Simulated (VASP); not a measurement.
**Si: single point with LDA**

The system is Si.

```
Si
1.0
     4.28667    2.47491    1.85895
    -4.28667    2.47491    1.85895
     0.00000   -4.94982    1.85895
Si
8
Direct
  0.02304 0.72141 0.52544
  0.97696 0.27859 0.47456
  0.71556 0.71556 0.71556
  0.27859 0.47456 0.97696
  0.47456 0.97696 0.27859
  0.72141 0.52544 0.02304
  0.28444 0.28444 0.28444
  0.52544 0.02304 0.72141
```

This cell differs from its parent crystal: strain -0.080 along x and y, +0.000 along z.

```
Program             : VASP 6.6.1
Task                : single point
Functional          : LDA
Potentials or basis : VASP PAW LDA potentials, release 64 (Si)
Cutoff              : 520 eV
k mesh              : 12 × 12 × 12
Occupations         : gaussian, width 0.15 eV
Spin                : no spin polarisation
```

```
Pressure               : 26.2 GPa
Largest force          : 1.847 eV/Å
Band gap on the k mesh : zero (bands 16 and 17 overlap by 1.10 eV)
```

Forces in eV/Å, atoms in the order of the input:
```
Si  -0.356  1.593  0.863
Si   0.356 -1.593 -0.863
Si   0.000  0.000 -0.402
Si  -1.558  0.488 -0.863
Si   1.202  1.105 -0.863
Si   1.558 -0.488  0.863
Si   0.000  0.000  0.402
Si  -1.202 -1.105  0.863
```

Stress tensor (GPa, compression positive):
```
33.87  0.00  0.00
 0.00 33.87  0.00
 0.00  0.00 10.72
```

Levels at points of the mesh, in eV from the Fermi level:
| k point | band 13 | band 14 | band 15 | band 16 | band 17 | band 18 | band 19 | band 20 |
| --- | --- | --- | --- | --- | --- | --- | --- | --- |
| (0.00, 0.00, 0.00) | -4.89 | -1.34 | -1.34 | -0.66 | 1.98 | 2.04 | 2.04 | 4.46 |
| (0.50, 0.00, 0.00) | -2.13 | -1.98 | -1.80 | -1.16 | -0.46 | 0.45 | 1.68 | 2.06 |
| (0.50, 0.50, 0.00) | -2.14 | -1.75 | -1.40 | -1.26 | 0.64 | 0.77 | 1.92 | 2.29 |
| (0.50, 0.50, 0.50) | -2.95 | -1.85 | 0.63 | 0.63 | 1.75 | 2.44 | 3.18 | 3.18 |

Wall time 11 min on 1 thread of Intel(R) Xeon(R) 6975P-C (Granite Rapids), on a shared host, peak memory 0.63 GiB.

Caveat: the cell differs from its parent crystal (strain -0.080 along x and y, +0.000 along z); the cell stands under pressure; forces of over 1 eV/Å act on the atoms, so gaps and moduli don't describe the material at rest.
